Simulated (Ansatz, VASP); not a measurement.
## ZnO: VASP beside Ansatz

```
Zn O
1.0
     3.53271    0.00000    0.00000
    -1.76635    3.05941    0.00000
     0.00000    0.00000    4.56148
Zn O
2 2
Cartesian
  0.0000 2.0396 0.0069
  1.7664 1.0198 2.2876
  0.0000 2.0396 1.7361
  1.7664 1.0198 4.0168
```

Alike in both runs: task single point; functional PBE; k mesh 12 × 12 × 6; occupations gaussian, width 0.05 eV; no spin polarisation.

|  | VASP | Ansatz |
| --- | --- | --- |
| version | VASP 6.6.1 | Ansatz 0.2.0 |
| potentials or method | VASP PAW PBE potentials, release 64 (Zn, O), cutoff 520 eV | scalar-relativistic, plane waves, PAW |
| valence electrons in the cell | 36 | 36 |

|  | VASP | Ansatz | Ansatz less VASP |
| --- | --- | --- | --- |
| gap on the k mesh at the Fermi level (eV) | 0.78 | 0.80 | +0.025 |
| least direct gap on the mesh (eV) | 0.78 | 0.80 | +0.025 |
| pressure (GPa) | 11.9 | 10.9 | -1.05 |
| traceless stress, the component that is largest in VASP (GPa) | 39.68 | 38.36 | -1.322 |
| rms of the force components (eV/Å) | 2.324 | 2.227 | -0.0965 |

Atom by atom the forces differ by 0.097 eV/Å (rms over components).
